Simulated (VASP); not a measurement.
Write the native input for VASP 6.6.1 that does the following.

```yaml
Task: single point
Functional: PBEsol
Potentials_or_basis: VASP PAW PBE potentials, release 64 (Cd_sv_GW, F)
Cutoff: 700 eV
k_mesh: 8 × 8 × 8
Occupations: gaussian, width 0.05 eV
Spin: no spin polarisation
Dipole_correction: no
Further_INCAR_settings: ALGO = Normal; EDIFF = 1e-06; NBANDS = 24
```

The structure of CdF2 lies in POSCAR:

```
CdF2
1.0
    0.0000000000      2.6556542378      2.6556542378
    2.6556542378      0.0000000000      2.6556542378
    2.6556542378      2.6556542378      0.0000000000
Cd F
1 2
Direct
    0.0000000000      0.0000000000      0.0000000000
    0.2500000000      0.2500000000      0.2500000000
    0.7500000000      0.7500000000      0.7500000000
```

These files were run (other wordings do the same):

INCAR

```
SYSTEM = CdF2
PREC = Accurate
ENCUT = 700
EDIFF = 1E-6
ISMEAR = 0
SIGMA = 0.05
LREAL = .False.
LASPH = .True.
NELM = 120
ALGO = Normal
ISIF = 2
LWAVE = .False.
LCHARG = .False.
GGA = PS
NBANDS = 24
GGA_COMPAT = .False.
```

KPOINTS

```
Automatic mesh
0
Gamma
  8 8 8
  0 0 0
```

Potentials or basis: VASP PAW PBE potentials, release 64 (Cd_sv_GW, F).

Command:

```sh
$ cat potpaw_PBE.64/Cd_sv_GW/POTCAR potpaw_PBE.64/F/POTCAR > POTCAR
$ mpirun -np 1 vasp_std > vasp.out
```

It gave:

| Quantity | Value |
| --- | --- |
| Pressure | 4.5 GPa |
| Band gap on the k mesh | 3.07 eV (least direct gap 3.51 eV) |

Caveat: the cell stands under pressure; the PAW data sets were made with another functional, which shifts forces and pressure a little.

Wall time 17 s on 1 thread of Intel(R) Xeon(R) 6975P-C (Granite Rapids) (shared host), peak memory 0.2 GiB.
